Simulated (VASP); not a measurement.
Input of a VASP 6.6.1 run:

The input INCAR:

```
SYSTEM = Te2Pt
PREC     = Accurate       ! precision mode
ENCUT    = 500            ! plane-wave cutoff, eV
EDIFF    = 1E-6           ! SCF threshold, eV
ISMEAR   = 0              ! smearing method
SIGMA    = 0.15           ! smearing width, eV
LREAL    = .FALSE.        ! projectors in reciprocal space
LASPH    = .TRUE.         ! aspherical terms in the spheres
NELM     = 200            ! most SCF steps
ALGO     = Normal         ! electronic algorithm
ISIF     = 2              ! what is computed and relaxed
LWAVE    = .FALSE.        ! write WAVECAR
LCHARG   = .FALSE.        ! write CHGCAR
ISPIN    = 2              ! spin polarisation
MAGMOM   = 0 0 0.188      ! initial moments
LORBIT   = 11             ! projections on sites
NUPDOWN  = 0.1875         ! fixed moment
LMAXMIX  = 4              ! l up to which the mixer works
GGA      = PE             ! functional
NBANDS   = 22             ! bands
GGA_COMPAT= .FALSE.
```

File KPOINTS:

```
Automatic mesh
0
G
  12 12 8
  0 0 0
```

The input POSCAR:

```
Te2Pt
1.0
    4.0885922681      0.0000000000      0.0000000000
   -2.0442961340      3.5408247699      0.0000000000
    0.0000000000      0.0000000000      5.3884626196
Te Pt
2 1
Direct
    0.3333333333      0.6666666667      0.2528728645
    0.6666666667      0.3333333333      0.7471271355
    0.0000000000      0.0000000000      0.0000000000
```

Potentials or basis: VASP PAW PBE potentials, release 64 (Te, Pt).

Command:

```sh
$ cat potpaw_PBE.64/Te/POTCAR potpaw_PBE.64/Pt/POTCAR > POTCAR
$ mpirun -np 1 vasp_std > vasp.out
```

What does it give for the largest force?

0.009 eV/Å.

Predict the pressure.

-0.2 GPa.

Forces on the atoms (eV/Å):
```
Te   0.000  0.000  0.009
Te   0.000  0.000 -0.009
Pt   0.000  0.000  0.000
```

Caveat: the total moment is fixed, so each spin has its own Fermi level.
